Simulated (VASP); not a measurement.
# Rh (Fm-3m) in VASP: further runs

Runs on Rh. Level: LDA. Tasks: relaxation of cell and atoms.

Program: VASP 6.6.1. These are calculated values, not measurements. Logs are shortened: lines on timing, memory, paths and dates and some standing lists are left out, and cuts for length are marked.

## (1) The cell of the first run

The structure is cubic, space group Fm-3m (No. 225). Conventional cell: a = 3.796 Å, b = 3.796 Å, c = 3.796 Å, α = 90.00°, β = 90.00°, γ = 90.00°. Within 3.5 Å of Rh (site symmetry m-3m) lie 12 Rh at 2.68 Å.

## (2) Relaxation of cell and atoms, LDA

The input, INCAR:

```
SYSTEM = Rh
PREC = Accurate
ENCUT = 600
EDIFF = 1E-7
ISMEAR = 0
SIGMA = 0.1
LREAL = .False.
LASPH = .True.
NELM = 100
ALGO = Normal
ISIF = 3
LWAVE = .False.
LCHARG = .False.
IBRION = 2
NSW = 80
EDIFFG = -0.1
```

The input, KPOINTS:

```
Automatic mesh
0
Gamma
  9 9 9
  0 0 0
```

The input, POSCAR:

```
Rh
1.0
    0.0000000000      1.8978500000      1.8978500000
    1.8978500000      0.0000000000      1.8978500000
    1.8978500000      1.8978500000      0.0000000000
Rh
1
Direct
    0.0000000000      0.0000000000      0.0000000000
```

Potentials or basis: VASP PAW LDA potentials, release 64 (Rh_pv).

The run is started by

```bash
cat potpaw_LDA.64/Rh_pv/POTCAR > POTCAR
mpirun -np 1 vasp_std > vasp.out
```

OUTCAR:

```text
SYSTEM = Rh
   PREC = Accurate
   ENCUT = 600
   EDIFF = 1E-7
   ISMEAR = 0
   LREAL = .False.
   LASPH = .True.
   NELM = 100
   ISIF = 3
   IBRION = 2
   NSW = 80
   EDIFFG = -0.1

 ion  position               nearest neighbor table
   1  0.000  0.000  0.000-

  LATTYP: Found a face centered cubic cell.
 ALAT       =     3.7957000000

  Lattice vectors:

 A1 = (   0.0000000000,   1.8978500000,   1.8978500000)
 A2 = (   1.8978500000,   0.0000000000,   1.8978500000)
 A3 = (   1.8978500000,   1.8978500000,   0.0000000000)

Analysis of symmetry for initial positions (statically):
=====================================================================
 Subroutine PRICEL returns:
 Original cell was already a primitive cell.

 Routine SETGRP: Setting up the symmetry group for a
 face centered cubic supercell.

 Subroutine GETGRP returns: Found 48 space group operations
 (whereof 48 operations were pure point group operations)
 out of a pool of 48 trial point group operations.

The static configuration has the point symmetry O_h .

Analysis of symmetry for dynamics (positions and initial velocities):
=====================================================================
 Subroutine PRICEL returns:
 Original cell was already a primitive cell.

 Routine SETGRP: Setting up the symmetry group for a
 face centered cubic supercell.

 Subroutine GETGRP returns: Found 48 space group operations
 (whereof 48 operations were pure point group operations)
 out of a pool of 48 trial point group operations.

The dynamic configuration has the point symmetry O_h .

 Subroutine INISYM returns: Found 48 space group operations
 (whereof 48 operations are pure point group operations),
 and found     1 'primitive' translations

----------------------------------------------------------------------------------------

                                     Primitive cell

  volume of cell :      13.6715

  direct lattice vectors                    reciprocal lattice vectors
     0.000000000  1.897850000  1.897850000    -0.263456016  0.263456016  0.263456016
     1.897850000  0.000000000  1.897850000     0.263456016 -0.263456016  0.263456016
     1.897850000  1.897850000  0.000000000     0.263456016  0.263456016 -0.263456016

  length of vectors
     2.683965209  2.683965209  2.683965209     0.456319205  0.456319205  0.456319205

  position of ions in fractional coordinates (direct lattice)
     0.000000000  0.000000000  0.000000000

  ion indices of the primitive-cell ions
   primitive index   ion index
                 1           1

----------------------------------------------------------------------------------------

 KPOINTS: Automatic mesh

Automatic generation of k-mesh.
 Grid dimensions read from file:
 generate k-points for:    9    9    9

 Generating k-lattice:

  Cartesian coordinates                     Fractional coordinates (reciprocal lattice)
    -0.029272891  0.029272891  0.029272891     0.111111111  0.000000000  0.000000000
     0.029272891 -0.029272891  0.029272891     0.000000000  0.111111111  0.000000000
     0.029272891  0.029272891 -0.029272891     0.000000000  0.000000000  0.111111111

  Length of vectors
     0.050702134  0.050702134  0.050702134

  Shift w.r.t. Gamma in fractional coordinates (k-lattice)
     0.000000000  0.000000000  0.000000000

 Subroutine IBZKPT returns following result:
 ===========================================

 Found     35 irreducible k-points:

 Following reciprocal coordinates:
            Coordinates               Weight
  0.000000  0.000000  0.000000      1.000000
  0.111111  0.000000  0.000000      8.000000
  0.222222  0.000000  0.000000      8.000000
  0.333333  0.000000  0.000000      8.000000
  0.444444  0.000000  0.000000      8.000000
  0.111111  0.111111  0.000000      6.000000
[... 16 lines left out ...]
 -0.333333  0.333333  0.000000     12.000000
  0.444444  0.444444  0.000000      6.000000
 [... further k-points ...]
   k-points           NKPTS =     35   k-points in BZ     NKDIM =     35   number of bands    NBANDS=     11
   number of dos      NEDOS =    301   number of ions     NIONS =      1
   total plane-waves  NPLWV =  13824
   dimension x,y,z NGX =    24 NGY =   24 NGZ =   24
   dimension x,y,z NGXF=    48 NGYF=   48 NGZF=   48
   ions per type =               1
   NGX,Y,Z   is equivalent  to a cutoff of  14.87, 14.87, 14.87 a.u.
   NGXF,Y,Z  is equivalent  to a cutoff of  29.73, 29.73, 29.73 a.u.
 SYSTEM =  Rh
   PREC   = accura    normal or accurate (medium, high low for compatibility)
   ISTART =      0    job   : 0-new  1-cont  2-samecut
   ICHARG =      2    charge: 1-file 2-atom 10-const
   ISPIN  =      1    spin polarized calculation?
   LNONCOLLINEAR =      F non collinear calculations
   LSORBIT =      F    spin-orbit coupling
   LASPH  =      T    aspherical Exc in radial PAW
   ENCUT  =  600.0 eV  44.10 Ry    6.64 a.u.   5.36  5.36  5.36*2*pi/ulx,y,z
   NELM   =    100;   NELMIN=  2; NELMDL= -5     # of ELM steps
   EDIFF  = 0.1E-06   stopping-criterion for ELM
   LREAL  =      F    real-space projection
   EDIFFG = -.1E+00   stopping-criterion for IOM
   NSW    =     80    number of steps for IOM
   IBRION =      2    ionic relax: 0-MD 1-quasi-New 2-CG
   NFREE  =      1    steps in history (QN), initial steepest desc. (CG)
   ISIF   =      3    stress and relaxation
   ISYM   =      2    0-nonsym 1-usesym 2-fastsym
   POTIM  = 0.5000    time-step for ionic-motion
   TEBEG  =    0.0;   TEEND  =   0.0 temperature during run
   PSTRESS=    0.0 pullay stress
   NELECT =      15.0000    total number of electrons
   NUPDOWN=      -1.0000    fix difference up-down
   EMIN   =  10.00;   EMAX   =-10.00  energy-range for DOS
   EFERMI =   0.00;   METHOD = LEGACY
   ISMEAR =     0;   SIGMA  =   0.10  broadening in eV -4-tet -1-fermi 0-gaus
   EFERMI_NEDOS =   21; number of points for ismear=-14 and -15
   IALGO  =     38    algorithm
   IMIX   =      4    mixing-type and parameters
     AMIX     =   0.40;   BMIX     =  1.00
     AMIX_MAG =   1.60;   BMIX_MAG =  1.00
  volume/ion in A,a.u.               =      13.67        92.26
  Fermi-wavevector in a.u.,A,eV,Ry     =   1.688496  3.190795 38.790465  2.851019
  Thomas-Fermi vector in A             =   2.770792
   LORBIT       =      0    0 simple, 1 ext, 2 COOP (PROOUT), +10 PAW based schemes
   GGA     = CA    functional components
   LHFCALC =     F    Hartree Fock is set to
   AEXX    =    0.0000 exact exchange contribution
   IVDW    =     0    specifies the selected vdW correction
   LEPSILON=     F    determine dielectric tensor
   LRPA    =     F    only Hartree local field effects (RPA)
 conjugate gradient relaxation of ions
 non-spin polarized calculation
 Gauss-broadening in eV      SIGMA  =   0.10
  energy-cutoff  :      600.00
  volume of cell :       13.67
 maximum number of plane-waves:       469
 NGX is ok and might be reduce to    24
   NGX = 11   NGY = 11   NGZ = 11

--------------------------------------- Ionic step        1  -------------------------------------------

 number of electron      15.0000002 magnetization

 Free energy of the ion-electron system (eV)
  ---------------------------------------------------
  ext. energy  EPLUGINS =         0.00000000
  ---------------------------------------------------
  free energy    TOTEN  =        -8.66925905 eV

  energy without entropy =       -8.66376738  energy(sigma->0) =       -8.66651322

------------------------ aborting loop because EDIFF is reached ----------------------------------------

  FORCE on cell =-STRESS in cart. coord.  units (eV):
  Direction    XX          YY          ZZ          XY          YZ          ZX
  --------------------------------------------------------------------------------------
  -------------------------------------------------------------------------------------
  Total       -0.7670856     -0.7670856     -0.7670856      0.0000000      0.0000000      0.0000000
  in kB      -89.8956654    -89.8956654    -89.8956654      0.0000000      0.0000000      0.0000000
  external PRESSURE =     -89.8956654 kB  Pullay stress =       0.0000000 kB
[... 55 lines left out ...]
  energy  without entropy=       -8.5789589551  energy(sigma->0) =       -8.58130089

--------------------------------------- Ionic step        3  -------------------------------------------

 number of electron      15.0000001 magnetization

 Free energy of the ion-electron system (eV)
  ---------------------------------------------------
  ext. energy  EPLUGINS =         0.00000000
  ---------------------------------------------------
  free energy    TOTEN  =        -8.68115763 eV

  energy without entropy =       -8.67594123  energy(sigma->0) =       -8.67854943

 E-fermi :  12.2976     XC(G=0): -14.5792

 val. band max:       12.2118193223   @ k =   0.3333   0.2222   0.0000
 cond. band min:      12.2977722056   @ k =  -0.3333   0.3333   0.0000
 fundamental gap:      0.0859528833
 Fermi energy:        12.2975845856

 k-point     1 :       0.0000    0.0000    0.0000
  band No.  band energies     occupation
      1     -33.8683      2.00000
      2     -33.8683      2.00000
      3     -33.8683      2.00000
      4       4.0843      2.00000
      5       9.0867      2.00000
      6       9.0867      2.00000
      7       9.0867      2.00000
      8      11.3179      2.00000
      9      11.3179      2.00000
     10      28.3012      0.00000
     11      32.5872      0.00000
[... 309 lines left out ...]
 k-point    24 :       0.4444    0.4444    0.0000
  band No.  band energies     occupation
      1     -34.6371      2.00000
      2     -34.1667      2.00000
      3     -34.1667      2.00000
      4       5.7728      2.00000
      5       6.1325      2.00000
      6      12.9014      0.00000
      7      13.2140      0.00000
      8      13.2140      0.00000
      9      14.9670      0.00000
     10      25.8530      0.00000
     11      26.1788      0.00000

 [... further k-points ...]

------------------------ aborting loop because EDIFF is reached ----------------------------------------

  FORCE on cell =-STRESS in cart. coord.  units (eV):
  Direction    XX          YY          ZZ          XY          YZ          ZX
  --------------------------------------------------------------------------------------
  -------------------------------------------------------------------------------------
  Total       -0.0307122     -0.0307122     -0.0307122      0.0000000      0.0000000      0.0000000
  in kB       -3.7073919     -3.7073919     -3.7073919      0.0000000      0.0000000      0.0000000
  external PRESSURE =      -3.7073919 kB  Pullay stress =       0.0000000 kB
[... 16 lines left out ...]
  FREE ENERGIE OF THE ION-ELECTRON SYSTEM (eV)
  ---------------------------------------------------
  free  energy   TOTEN  =        -8.6811576267 eV

  energy  without entropy=       -8.6759412312  energy(sigma->0) =       -8.67854943

 reached required accuracy - stopping structural energy minimisation
```

Wall time 6.4 s (1 thread of Intel Xeon 6975P-C (Granite Rapids), shared host); peak memory 0.14 GiB.

What came out:

- Free energy: -8.6812 eV
- Relaxed volume: 13.27 Å³/atom
- Relaxed cell: a = 2.658 Å, b = 2.658 Å, c = 2.658 Å, α = 60.00°, β = 60.00°, γ = 60.00°
- Space group after relaxing (to 0.05 Å): Fm-3m (No. 225)
- Energy gained by relaxing: 11.9 meV/atom
- Ionic steps: 3
- Pressure after relaxing: -0.4 GPa

Step by step:
| step | energy change (eV) | largest force (eV/Å) | pressure (GPa) | volume (Å³) |
| --- | --- | --- | --- | --- |
| 1 | 0.0000 | 0.0000 | -8.99 | 13.67 |
| 2 | 0.0856 | 0.0000 | 32.34 | 12.21 |
| 3 | -0.0119 | 0.0000 | -0.37 | 13.27 |

Final structure:
```cif
data_structure
_symmetry_space_group_name_H-M 'P 1'
_symmetry_Int_Tables_number 1
_cell_length_a 2.6576
_cell_length_b 2.6576
_cell_length_c 2.6576
_cell_angle_alpha 60.000
_cell_angle_beta 60.000
_cell_angle_gamma 60.000
_cell_volume 13.27
loop_
_atom_site_label
_atom_site_type_symbol
_atom_site_fract_x
_atom_site_fract_y
_atom_site_fract_z
_atom_site_occupancy
Rh1 Rh 0.00000 0.00000 0.00000 1
```

LDA usually gives volumes a few per cent too small. Zero-point motion and thermal expansion aren't in these numbers.

(Continued in part 2 of 2.)
